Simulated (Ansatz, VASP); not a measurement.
# Ag in VASP and in Ansatz

Contents of INCAR:

```
SYSTEM = Ag
ALGO     = Normal         ! electronic algorithm
EDIFF    = 1E-8           ! SCF threshold, eV
ENCUT    = 520            ! plane-wave cutoff, eV
ISIF     = 2              ! what is computed and relaxed
ISMEAR   = -1             ! smearing method
LASPH    = .TRUE.         ! aspherical terms in the spheres
LCHARG   = .FALSE.        ! write CHGCAR
LEFG     = .TRUE.       
LREAL    = .FALSE.        ! projectors in reciprocal space
LWAVE    = .FALSE.        ! write WAVECAR
NBANDS   = 30             ! bands
NELM     = 100            ! most SCF steps
PREC     = Accurate       ! precision mode
SIGMA    = 0.08           ! smearing width, eV
```

Contents of KPOINTS:

```
k-points
0
G
  14 14 4
  0 0 0
```

POSCAR

```
Ag
1.0
    2.8861989086     -0.0432929836     -0.0432929836
   -1.4805922779      2.5211680671     -0.0158463318
   -0.1500000000     -0.1500000000     10.0000000000
Ag
4
Direct
    0.3333333333      0.6666666667      0.2500000000
    0.6666666667      0.3333333333      0.7500000000
    0.0000000000      0.0000000000      0.0000000000
    0.0000000000      0.0000000000      0.5000000000
```

Input for Ansatz:

```yaml
crystal:
  lattice:
    - [2.8861989086, -0.0432929836, -0.0432929836]
    - [-1.4805922779, 2.5211680671, -0.0158463318]
    - [-0.15, -0.15, 10.0]
  atoms:
    - { symbol: Ag, position: [0.3333333333, 0.6666666667, 0.25] }
    - { symbol: Ag, position: [0.6666666667, 0.3333333333, 0.75] }
    - { symbol: Ag, position: [0.0, 0.0, 0.0] }
    - { symbol: Ag, position: [0.0, 0.0, 0.5] }
kpoints:
  mp_grid: { grid: [14, 14, 4] }
scf:
  occupations: { method: fermi_dirac, width: 0.08 }
hamiltonian:
  xc: lda
  pseudopotentials: { kind: paw }
output:
  forces: true
  stress: true
  eigenvalues: true
  efg: { contact_densities: true }
```

Change from the starting cell: equal xy, yz and zx shear strains of -3 %, PAW files.

Alike in both runs: task electric field gradients; functional LDA; k mesh 14 × 14 × 4; occupations fermi-dirac, width 0.08 eV; no spin polarisation.

```csv
,VASP,Ansatz
version,VASP 6.6.1,Ansatz 0.2.0
potentials or method,"VASP PAW LDA potentials, release 64 (Ag)","PAW with Ansatz's default frozen-core files, scalar-relativistic"
plane-wave cutoff (eV),520,420
valence electrons in the cell,44,76
```

|  | VASP | Ansatz | Ansatz less VASP |
| --- | --- | --- | --- |
| pressure (GPa) | -11.0 | -11.1 | -0.15 |
| traceless stress, the component that is largest in VASP (GPa) | -2.49 | -2.46 | +0.032 |
| rms of the force components (eV/Å) | 0.006 | 0.006 | -0.0002 |
| size of Vzz on the site where it differs most (V/Å²) | 11.0 | 5.2 | -5.76 |

LDA's correlation is that of Perdew and Zunger in VASP and of Perdew and Wang (1992) in Ansatz. Atom by atom the forces differ by 0.000 eV/Å (rms over components). VASP's potentials hold 44 valence electrons a cell and Ansatz's 76, so a difference there can come from the potentials and not from the codes.
